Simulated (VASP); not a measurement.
# CaBPd3 (Pm-3m) in VASP: a series of runs

CaBPd3 is run at these levels: LDA; tasks: single point.

Everything below comes from runs of VASP 6.6.1. Logs are shortened: lines on timing, memory, paths and dates and some standing lists are left out, and cuts for length are marked.

## (1) The cell of the first run

It takes space group Pm-3m (No. 221, cubic). The conventional cell has a = 4.240 Å, b = 4.240 Å, c = 4.240 Å, α = 90.00°, β = 90.00°, γ = 90.00°. Within 3.9 Å of Ca (site symmetry m-3m) lie 12 Pd at 3.00 Å and 8 B at 3.67 Å. B (site symmetry m-3m) has 6 Pd at 2.12 Å within 2.8 Å. Pd (site symmetry 4/mmm) has 2 B at 2.12 Å within 2.8 Å.

## (2) Single point, LDA

Contents of INCAR:

```
SYSTEM = CaBPd3
  ALGO = Normal
  EDIFF = 1E-6
  ENCUT = 520
  GGA = CA
  ISIF = 2
  ISMEAR = -1
  LASPH = .True.
  LCHARG = .True.
  LELF = .True.
  LREAL = .False.
  LVHAR = .True.
  LWAVE = .False.
  NBANDS = 30
  NELM = 80
  PREC = Accurate
  SIGMA = 0.1
```

Contents of KPOINTS:

```
k-points
0
Gamma
  6 6 6
  0 0 0
```

Contents of POSCAR:

```
CaBPd3
1.0
    4.2400464531      0.0000000000      0.0000000000
    0.0000000000      4.2400464531      0.0000000000
    0.0000000000      0.0000000000      4.2400464531
Ca B Pd
1 1 3
Direct
    0.5000000000      0.5000000000      0.5000000000
    0.0000000000      0.0000000000      0.0000000000
    0.5000000000      0.0000000000      0.0000000000
    0.0000000000      0.5000000000      0.0000000000
    0.0000000000      0.0000000000      0.5000000000
```

Potentials or basis: VASP PAW LDA potentials, release 64 (Ca_sv, B, Pd).

Started as:

```console
$ cat potpaw_LDA.64/Ca_sv/POTCAR potpaw_LDA.64/B/POTCAR potpaw_LDA.64/Pd/POTCAR > POTCAR
$ mpirun -np 1 vasp_std > vasp.out
```

OUTCAR:

```text
SYSTEM = CaBPd3
   EDIFF = 1E-6
   ENCUT = 520
   GGA = CA
   ISIF = 2
   ISMEAR = -1
   LASPH = .True.
   LREAL = .False.
   NELM = 80
   PREC = Accurate

 ion  position               nearest neighbor table
   1  0.500  0.500  0.500-   3 3.00   4 3.00   5 3.00   3 3.00   4 3.00   3 3.00   5 3.00   3 3.00
                             4 3.00   5 3.00   4 3.00   5 3.00
   2  0.000  0.000  0.000-   3 2.12   4 2.12   5 2.12   5 2.12   4 2.12   3 2.12
   3  0.500  0.000  0.000-   2 2.12   2 2.12   4 3.00   5 3.00   1 3.00   5 3.00   1 3.00   4 3.00
                             1 3.00   1 3.00   4 3.00   5 3.00   5 3.00   4 3.00
   4  0.000  0.500  0.000-   2 2.12   2 2.12   3 3.00   5 3.00   1 3.00   5 3.00   1 3.00   3 3.00
                             5 3.00   5 3.00   1 3.00   3 3.00   1 3.00   3 3.00
   5  0.000  0.000  0.500-   2 2.12   2 2.12   3 3.00   4 3.00   1 3.00   3 3.00   4 3.00   1 3.00
                             4 3.00   4 3.00   1 3.00   3 3.00   3 3.00   1 3.00

  LATTYP: Found a simple cubic cell.
 ALAT       =     4.2400464531

  Lattice vectors:

 A1 = (   4.2400464531,   0.0000000000,   0.0000000000)
 A2 = (   0.0000000000,   4.2400464531,   0.0000000000)
 A3 = (   0.0000000000,   0.0000000000,   4.2400464531)

Analysis of symmetry for initial positions (statically):
=====================================================================
 Subroutine PRICEL returns:
 Original cell was already a primitive cell.

 Routine SETGRP: Setting up the symmetry group for a
 simple cubic supercell.

 Subroutine GETGRP returns: Found 48 space group operations
 (whereof 48 operations were pure point group operations)
 out of a pool of 48 trial point group operations.

The static configuration has the point symmetry O_h .

Analysis of symmetry for dynamics (positions and initial velocities):
=====================================================================
 Subroutine PRICEL returns:
 Original cell was already a primitive cell.

 Routine SETGRP: Setting up the symmetry group for a
 simple cubic supercell.

 Subroutine GETGRP returns: Found 48 space group operations
 (whereof 48 operations were pure point group operations)
 out of a pool of 48 trial point group operations.

The dynamic configuration has the point symmetry O_h .

 Subroutine INISYM returns: Found 48 space group operations
 (whereof 48 operations are pure point group operations),
 and found     1 'primitive' translations

[... 93 lines left out ...]
   ENCUT  =  520.0 eV  38.22 Ry    6.18 a.u.   7.88  7.88  7.88*2*pi/ulx,y,z
   NELM   =     80;   NELMIN=  2; NELMDL= -5     # of ELM steps
   EDIFF  = 0.1E-05   stopping-criterion for ELM
   LREAL  =      F    real-space projection
   EDIFFG = 0.1E-04   stopping-criterion for IOM
   NSW    =      0    number of steps for IOM
   IBRION =     -1    ionic relax: 0-MD 1-quasi-New 2-CG
   NFREE  =      0    steps in history (QN), initial steepest desc. (CG)
   ISIF   =      2    stress and relaxation
   ISYM   =      2    0-nonsym 1-usesym 2-fastsym
   POTIM  = 0.5000    time-step for ionic-motion
   TEBEG  =    0.0;   TEEND  =   0.0 temperature during run
   PSTRESS=    0.0 pullay stress
   NELECT =      43.0000    total number of electrons
   NUPDOWN=      -1.0000    fix difference up-down
   EMIN   =  10.00;   EMAX   =-10.00  energy-range for DOS
   EFERMI =   0.00;   METHOD = LEGACY
   ISMEAR =    -1;   SIGMA  =   0.10  broadening in eV -4-tet -1-fermi 0-gaus
   EFERMI_NEDOS =   21; number of points for ismear=-14 and -15
   IALGO  =     38    algorithm
   IMIX   =      4    mixing-type and parameters
     AMIX     =   0.40;   BMIX     =  1.00
     AMIX_MAG =   1.60;   BMIX_MAG =  1.00
  volume/ion in A,a.u.               =      15.25       102.88
  Fermi-wavevector in a.u.,A,eV,Ry     =   1.352676  2.556187 24.895011  1.829732
  Thomas-Fermi vector in A             =   2.479995
   LORBIT       =      0    0 simple, 1 ext, 2 COOP (PROOUT), +10 PAW based schemes
   GGA     = CA    functional components
   LHFCALC =     F    Hartree Fock is set to
   AEXX    =    0.0000 exact exchange contribution
   IVDW    =     0    specifies the selected vdW correction
   LEPSILON=     F    determine dielectric tensor
   LRPA    =     F    only Hartree local field effects (RPA)
 non-spin polarized calculation
  energy-cutoff  :      520.00
  volume of cell :       76.23
 maximum number of plane-waves:      2103
 NGX is ok and might be reduce to    32
   NGX = 15   NGY = 15   NGZ = 15

 number of electron      42.9999979 magnetization

 Free energy of the ion-electron system (eV)
  ---------------------------------------------------
  ext. energy  EPLUGINS =         0.00000000
  ---------------------------------------------------
  free energy    TOTEN  =       -32.03330165 eV

  energy without entropy =      -31.92095511  energy(sigma->0) =      -31.97712838

 E-fermi :   7.8598     XC(G=0): -12.1955

 val. band max:        7.8572911063   @ k =   0.1667   0.1667   0.1667
 cond. band min:       7.8631787845   @ k =   0.5000   0.3333   0.1667
 fundamental gap:      0.0058876783
 Fermi energy:         7.8598340537

 k-point     1 :       0.0000    0.0000    0.0000
  band No.  band energies     occupation
      1     -32.0320      2.00000
      2     -13.3927      2.00000
      3     -13.3927      2.00000
      4     -13.3927      2.00000
      5      -2.5579      2.00000
      6       2.2282      2.00000
[... 649 lines left out ...]
     29      14.1626      0.00000
     30      14.1626      0.00000

------------------------ aborting loop because EDIFF is reached ----------------------------------------

  FORCE on cell =-STRESS in cart. coord.  units (eV):
  Direction    XX          YY          ZZ          XY          YZ          ZX
  --------------------------------------------------------------------------------------
  -------------------------------------------------------------------------------------
  Total       -1.8182127     -1.8182127     -1.8182127      0.0000000      0.0000000      0.0000000
  in kB      -38.2158407    -38.2158407    -38.2158407      0.0000000      0.0000000      0.0000000
  external PRESSURE =     -38.2158407 kB  Pullay stress =       0.0000000 kB

 VOLUME and BASIS-vectors are now :
 -----------------------------------------------------------------------------
  energy-cutoff  :      520.00
  volume of cell :       76.23
      direct lattice vectors                 reciprocal lattice vectors
     4.240046453  0.000000000  0.000000000     0.235846473  0.000000000  0.000000000
     0.000000000  4.240046453  0.000000000     0.000000000  0.235846473  0.000000000
     0.000000000  0.000000000  4.240046453     0.000000000  0.000000000  0.235846473

 POSITION                                       TOTAL-FORCE (eV/Angst)
 -----------------------------------------------------------------------------------
      2.12002      2.12002      2.12002         0.000000      0.000000      0.000000
      0.00000      0.00000      0.00000         0.000000      0.000000      0.000000
      2.12002      0.00000      0.00000         0.000000      0.000000      0.000000
      0.00000      2.12002      0.00000         0.000000      0.000000      0.000000
      0.00000      0.00000      2.12002         0.000000      0.000000      0.000000
 -----------------------------------------------------------------------------------
    total drift:                                0.000000      0.000000     -0.000000

  FREE ENERGIE OF THE ION-ELECTRON SYSTEM (eV)
  ---------------------------------------------------
  free  energy   TOTEN  =       -32.0333016490 eV

  energy  without entropy=      -31.9209551120  energy(sigma->0) =      -31.97712838
```

OSZICAR:

```text
N       E                     dE             d eps       ncg     rms          rms(c)
DAV:   1     0.311663286848E+03    0.31166E+03   -0.21365E+04  1200   0.140E+03
DAV:   2    -0.198416086056E+02   -0.33150E+03   -0.31710E+03  1302   0.356E+02
DAV:   3    -0.340239344507E+02   -0.14182E+02   -0.13979E+02  1920   0.700E+01
DAV:   4    -0.344728653075E+02   -0.44893E+00   -0.44725E+00  1584   0.892E+00
DAV:   5    -0.344830770746E+02   -0.10212E-01   -0.10211E-01  1668   0.117E+00    0.167E+01
DAV:   6    -0.324290664170E+02    0.20540E+01   -0.14503E+01  1368   0.252E+01    0.603E+00
DAV:   7    -0.320808945858E+02    0.34817E+00   -0.19502E+00  1408   0.102E+01    0.357E+00
DAV:   8    -0.320406755183E+02    0.40219E-01   -0.63753E-02  1474   0.150E+00    0.116E+00
DAV:   9    -0.320332958381E+02    0.73797E-02   -0.14963E-02  1530   0.812E-01    0.115E-01
DAV:  10    -0.320333100375E+02   -0.14199E-04   -0.50716E-04  1400   0.135E-01    0.791E-02
DAV:  11    -0.320333082050E+02    0.18325E-05   -0.12438E-04  1592   0.630E-02    0.225E-02
DAV:  12    -0.320333019152E+02    0.62898E-05   -0.10976E-05  1410   0.198E-02    0.365E-03
DAV:  13    -0.320333016490E+02    0.26619E-06   -0.13792E-06  1006   0.769E-03
   1 F= -.32033302E+02 E0= -.31977128E+02  d E =-.112347E+00
```

stdout:

```text
POSCAR found type information on POSCAR CaB Pd
 POSCAR found :  3 types and       5 ions
 scaLAPACK will be used
 LDA part: xc-table for (Slater(with rela. corr.)+CA(PZ))
 , standard interpolation
 POSCAR, INCAR and KPOINTS ok, starting setup
 FFT: planning ... GRIDC
 FFT: planning ... GRID_SOFT
 FFT: planning ... GRID
 WAVECAR not read
 entering main loop
```

Run time: 28 s. Hardware: 1 thread of AMD EPYC 7R13 (Zen 3), shared host; peak memory 0.15 GiB.

Results:

```
Free energy : -32.0333 eV
Pressure    : -3.8 GPa
```

Levels at points of the mesh, in eV from the Fermi level:
```csv
k point,band 18,band 19,band 20,band 21,band 22,band 23,band 24,band 25
"(0.00, 0.00, 0.00)",-1.53,-1.53,-1.48,-1.48,-1.48,-1.48,3.02,3.02
"(0.50, 0.00, 0.00)",-2.59,-2.59,-2.23,-1.53,0.78,0.78,2.94,3.73
"(0.50, 0.50, 0.00)",-2.73,-2.62,-2.31,-0.60,-0.17,-0.17,2.54,3.23
"(0.50, 0.50, 0.50)",-1.63,-1.63,-1.63,0.60,0.60,0.60,0.96,0.96
```

## (3) Single point, LDA

This run uses another cell than the first one, of 15.66 Å³/atom, 1.027 times its volume.

Contents of INCAR:

```
PREC = Accurate
ENCUT = 520
EDIFF = 1E-6
ISMEAR = -1
SIGMA = 0.1
LREAL = False
LASPH = True
NELM = 60
ALGO = Normal
ISIF = 2
LWAVE = False
LCHARG = True
GGA = CA
LELF = True
LVHAR = True
NBANDS = 30
```

Contents of KPOINTS:

```
regular mesh
0
Gamma
  6 6 6
```

Edit POSCAR of step 2 so:

```diff
@@ -2,5 +2,5 @@
 1.0
-    4.2400464531      0.0000000000      0.0000000000
-    0.0000000000      4.2400464531      0.0000000000
-    0.0000000000      0.0000000000      4.2400464531
+    4.2784200000      0.0000000000      0.0000000000
+    0.0000000000      4.2784200000      0.0000000000
+    0.0000000000      0.0000000000      4.2784200000
 Ca B Pd
```

Potentials or basis: VASP PAW LDA potentials, release 64 (Ca_sv, B, Pd).

Started as:

```console
$ cat potpaw_LDA.64/Ca_sv/POTCAR potpaw_LDA.64/B/POTCAR potpaw_LDA.64/Pd/POTCAR > POTCAR
$ mpirun -np 1 vasp_std > vasp.out
```

OUTCAR:

```text
PREC = Accurate
   ENCUT = 520
   EDIFF = 1E-6
   ISMEAR = -1
   LREAL = False
   LASPH = True
   NELM = 60
   ISIF = 2
   GGA = CA

 ion  position               nearest neighbor table
   1  0.500  0.500  0.500-   3 3.03   4 3.03   5 3.03   3 3.03   4 3.03   3 3.03   5 3.03   3 3.03
                             4 3.03   5 3.03   4 3.03   5 3.03
   2  0.000  0.000  0.000-   3 2.14   4 2.14   5 2.14   5 2.14   4 2.14   3 2.14
   3  0.500  0.000  0.000-   2 2.14   2 2.14   4 3.03   5 3.03   1 3.03   5 3.03   1 3.03   4 3.03
                             1 3.03   1 3.03   4 3.03   5 3.03   5 3.03   4 3.03
   4  0.000  0.500  0.000-   2 2.14   2 2.14   3 3.03   5 3.03   1 3.03   5 3.03   1 3.03   3 3.03
                             5 3.03   5 3.03   1 3.03   3 3.03   1 3.03   3 3.03
   5  0.000  0.000  0.500-   2 2.14   2 2.14   3 3.03   4 3.03   1 3.03   3 3.03   4 3.03   1 3.03
                             4 3.03   4 3.03   1 3.03   3 3.03   3 3.03   1 3.03

  LATTYP: Found a simple cubic cell.
 ALAT       =     4.2784200000

  Lattice vectors:

 A1 = (   4.2784200000,   0.0000000000,   0.0000000000)
 A2 = (   0.0000000000,   4.2784200000,   0.0000000000)
 A3 = (   0.0000000000,   0.0000000000,   4.2784200000)

Analysis of symmetry for initial positions (statically):
[... 177 lines left out ...]
 cond. band min:       7.5031765195   @ k =   0.1667   0.1667   0.1667
 fundamental gap:      0.0028316554
 Fermi energy:         7.5023350472

 k-point     1 :       0.0000    0.0000    0.0000
  band No.  band energies     occupation
      1     -32.4309      2.00000
      2     -13.7813      2.00000
      3     -13.7813      2.00000
      4     -13.7813      2.00000
      5      -2.6861      2.00000
      6       2.0353      2.00000
[... 649 lines left out ...]
     29      13.6868      0.00000
     30      13.6868      0.00000

------------------------ aborting loop because EDIFF is reached ----------------------------------------

  FORCE on cell =-STRESS in cart. coord.  units (eV):
  Direction    XX          YY          ZZ          XY          YZ          ZX
  --------------------------------------------------------------------------------------
  -------------------------------------------------------------------------------------
  Total       -3.5257185     -3.5257185     -3.5257185     -0.0000000     -0.0000000      0.0000000
  in kB      -72.1286771    -72.1286771    -72.1286771     -0.0000000     -0.0000000      0.0000000
  external PRESSURE =     -72.1286771 kB  Pullay stress =       0.0000000 kB

 VOLUME and BASIS-vectors are now :
 -----------------------------------------------------------------------------
  energy-cutoff  :      520.00
  volume of cell :       78.32
      direct lattice vectors                 reciprocal lattice vectors
     4.278420000  0.000000000  0.000000000     0.233731144  0.000000000  0.000000000
     0.000000000  4.278420000  0.000000000     0.000000000  0.233731144  0.000000000
     0.000000000  0.000000000  4.278420000     0.000000000  0.000000000  0.233731144

 POSITION                                       TOTAL-FORCE (eV/Angst)
 -----------------------------------------------------------------------------------
      2.13921      2.13921      2.13921         0.000000      0.000000      0.000000
      0.00000      0.00000      0.00000         0.000000      0.000000      0.000000
      2.13921      0.00000      0.00000         0.000000      0.000000      0.000000
      0.00000      2.13921      0.00000         0.000000      0.000000      0.000000
      0.00000      0.00000      2.13921         0.000000      0.000000      0.000000
 -----------------------------------------------------------------------------------
    total drift:                                0.000000      0.000000     -0.000000

  FREE ENERGIE OF THE ION-ELECTRON SYSTEM (eV)
  ---------------------------------------------------
  free  energy   TOTEN  =       -31.9617507780 eV

  energy  without entropy=      -31.8497713051  energy(sigma->0) =      -31.90576104
```

It took 28 s on 1 thread of AMD EPYC 7R13 (Zen 3), shared host; peak memory 0.15 GiB.

Results:

* Free energy: -31.9618 eV
* Pressure: -7.2 GPa

## (4) Single point, LDA

This run uses another cell than the first one, of 16.08 Å³/atom, 1.055 times its volume.

Contents of INCAR:

```
SYSTEM = CaBPd3
PREC = Accurate ; ENCUT = 520
EDIFF = 1E-6 ; ISMEAR = -1
SIGMA = 0.1 ; LREAL = .FALSE.
LASPH = .TRUE. ; NELM = 100
ALGO = Normal ; ISIF = 2
LWAVE = .FALSE. ; LCHARG = .FALSE.
NBANDS = 30
```

Contents of KPOINTS:

```
regular mesh
0
G
  6 6 6
  0 0 0
```

Edit POSCAR of step 3 so:

```diff
@@ -2,5 +2,5 @@
 1.0
-    4.2784200000      0.0000000000      0.0000000000
-    0.0000000000      4.2784200000      0.0000000000
-    0.0000000000      0.0000000000      4.2784200000
+    4.3161172728      0.0000000000      0.0000000000
+    0.0000000000      4.3161172728      0.0000000000
+    0.0000000000      0.0000000000      4.3161172728
 Ca B Pd
```

Started as:

```console
$ cat potpaw_LDA.64/Ca_sv/POTCAR potpaw_LDA.64/B/POTCAR potpaw_LDA.64/Pd/POTCAR > POTCAR
$ mpirun -np 1 vasp_std > vasp.out
```

Run time: 27 s. Hardware: 1 thread of AMD EPYC 7R13 (Zen 3), shared host; peak memory 0.15 GiB.

The run converged. Its results:

```
Free energy : -31.8493 eV
Pressure    : -10.1 GPa
```

Levels at points of the mesh, in eV from the Fermi level:
```tsv
k point	band 17	band 18	band 19	band 20	band 21	band 22	band 23	band 24	band 25	band 26
(0.00, 0.00, 0.00)	-1.45	-1.45	-1.45	-1.40	-1.32	-1.32	-1.32	2.94	2.94	5.20
(0.50, 0.00, 0.00)	-2.57	-2.42	-2.42	-2.08	-1.45	0.79	0.79	2.93	3.72	3.72
(0.50, 0.50, 0.00)	-2.67	-2.54	-2.45	-2.16	-0.47	-0.19	-0.19	2.44	3.22	3.22
(0.50, 0.50, 0.50)	-2.31	-1.54	-1.54	-1.54	0.66	0.66	0.66	0.91	0.91	0.91
```

## (5) Single point, LDA

This run uses another cell than the first one, of 16.50 Å³/atom, 1.082 times its volume.

Contents of INCAR:

```
PREC     = Accurate       # precision mode
ENCUT    = 520            # plane-wave cutoff, eV
EDIFF    = 1E-6           # SCF threshold, eV
ISMEAR   = -1             # smearing method
SIGMA    = 0.1            # smearing width, eV
LREAL    = False          # projectors in reciprocal space
LASPH    = True           # aspherical terms in the spheres
NELM     = 60             # most SCF steps
ALGO     = Normal         # electronic algorithm
ISIF     = 2              # what is computed and relaxed
LWAVE    = False          # write WAVECAR
LCHARG   = True           # write CHGCAR
LELF     = True           # ELF
LVHAR    = True         
NBANDS   = 30             # bands
```

Contents of KPOINTS:

```
regular mesh
0
Gamma
  6 6 6
```

Edit POSCAR of step 4 so:

```diff
@@ -2,5 +2,5 @@
 1.0
-    4.3161172728      0.0000000000      0.0000000000
-    0.0000000000      4.3161172728      0.0000000000
-    0.0000000000      0.0000000000      4.3161172728
+    4.3531673019      0.0000000000      0.0000000000
+    0.0000000000      4.3531673019      0.0000000000
+    0.0000000000      0.0000000000      4.3531673019
 Ca B Pd
```

Started as:

```console
$ cat potpaw_LDA.64/Ca_sv/POTCAR potpaw_LDA.64/B/POTCAR potpaw_LDA.64/Pd/POTCAR > POTCAR
$ mpirun -np 1 vasp_std > vasp.out
```

Wall time 30 s (1 thread of AMD EPYC 7R13 (Zen 3), shared host); peak memory 0.15 GiB.

Results (log left out):

```yaml
Free_energy: -31.7021 eV
Pressure: -12.5 GPa
```

Levels at points of the mesh, in eV from the Fermi level:
```
           k point  band 18  band 19  band 20  band 21  band 22  band 23  band 24  band 25
(0.00, 0.00, 0.00)    -1.42    -1.42    -1.36    -1.25    -1.25    -1.25     2.90     2.90
(0.50, 0.00, 0.00)    -2.34    -2.34    -2.01    -1.42     0.80     0.80     2.92     3.71
(0.50, 0.50, 0.00)    -2.45    -2.37    -2.09    -0.41    -0.19    -0.19     2.39     3.16
(0.50, 0.50, 0.50)    -1.50    -1.50    -1.50     0.68     0.68     0.68     0.88     0.88
```

[end of part 1 of 2]
